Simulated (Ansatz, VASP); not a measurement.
# One calculation of Re, two programs

INCAR

```
SYSTEM = Re
PREC = Accurate ; ENCUT = 520
EDIFF = 1E-6 ; ISMEAR = 0
SIGMA = 0.15 ; LREAL = .False.
LASPH = .True. ; NELM = 80
ALGO = Normal ; ISIF = 2
LWAVE = .False. ; LCHARG = .False.
GGA = PE ; NBANDS = 10
```

File KPOINTS:

```
regular mesh
0
Gamma
  10 10 10
  0 0 0
```

POSCAR

```
Re
1.0
    0.0000000000      1.9577236186      1.8500488196
    1.7423740206      0.0000000000      1.8500488196
    1.7423740206      1.9577236186      0.0000000000
Re
1
Direct
    0.0000000000      0.0000000000      0.0000000000
```

Input for Ansatz:

```yaml
crystal:
  lattice:
    - [0.0, 1.9577236186, 1.8500488196]
    - [1.7423740206, 0.0, 1.8500488196]
    - [1.7423740206, 1.9577236186, 0.0]
  atoms:
    - { symbol: Re, position: [0.0, 0.0, 0.0] }
basis:
  ecutwfc: 420
kpoints:
  mp_grid: { grid: [10, 10, 10] }
hamiltonian:
  xc: pbe
scf:
  occupations: { method: gaussian, width: 0.15 }
output:
  forces: true
  stress: true
  eigenvalues: true
```

Change from the starting cell: normal strain along x -0.1100, normal strain along z -0.0550.

Alike in both runs: task single point; functional PBE; k mesh 10 × 10 × 10; occupations gaussian, width 0.15 eV; no spin polarisation.

```csv
,VASP,Ansatz
version,VASP 6.6.1,Ansatz 0.2.0
potentials or method,"VASP PAW PBE potentials, release 64 (Re), cutoff 520 eV","scalar-relativistic, plane waves, PAW"
valence electrons in the cell,7,15
```

```csv
,VASP,Ansatz,Ansatz less VASP
gap on the k mesh at the Fermi level (eV),none,none,-
pressure (GPa),94.8,93.2,-1.54
"traceless stress, the component that is largest in VASP (GPa)",-24.69,-25.06,-0.369
```

A gap of «none» marks a metal or a gap that the smearing closes. Both programs put the cell under a high pressure, so it lies far from rest at this level. VASP's potentials hold 7 valence electrons a cell and Ansatz's 15, so a difference there can come from the potentials and not from the codes.

Spin-orbit coupling is off throughout. Noted on VASP's run: the cell as given lies far from equilibrium.
